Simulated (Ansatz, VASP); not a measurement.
## One calculation of GaN, two programs

```
CELL_PARAMETERS angstrom
3.27540 0.00000 0.00000
-1.63770 2.75396 0.00000
0.00000 0.00000 5.16600
ATOMIC_POSITIONS crystal
Ga 0.33333 0.66667 0.00000
Ga 0.66667 0.33333 0.50000
N 0.33333 0.66667 0.37500
N 0.66667 0.33333 0.87500
```

Change from the starting cell: strain +0.0300 x Voigt [1, 0, 0, 0, 0, 0], atoms carried along.

Alike in both runs: task single point; functional r2SCAN; k mesh 12 × 12 × 6; occupations gaussian, width 0.05 eV; no spin polarisation.

|  | VASP | Ansatz |
| --- | --- | --- |
| version | VASP 6.6.1 | Ansatz 0.2.0 |
| potentials or method | VASP PAW PBE potentials, release 64 (Ga_d, N), cutoff 520 eV | scalar-relativistic, plane waves, PAW |
| valence electrons in the cell | 36 | 36 |

|  | VASP | Ansatz | Ansatz less VASP |
| --- | --- | --- | --- |
| gap on the k mesh at the Fermi level (eV) | 2.14 | 2.14 | +0.006 |
| least direct gap on the mesh (eV) | 2.14 | 2.14 | +0.006 |
| pressure (GPa) | -3.3 | -4.3 | -0.98 |
| traceless stress, the component that is largest in VASP (GPa) | -6.83 | -6.72 | +0.108 |
| rms of the force components (eV/Å) | 0.206 | 0.202 | -0.0040 |

VASP's potentials were made for PBE, not for r2SCAN. Atom by atom the forces differ by 0.005 eV/Å (rms over components).
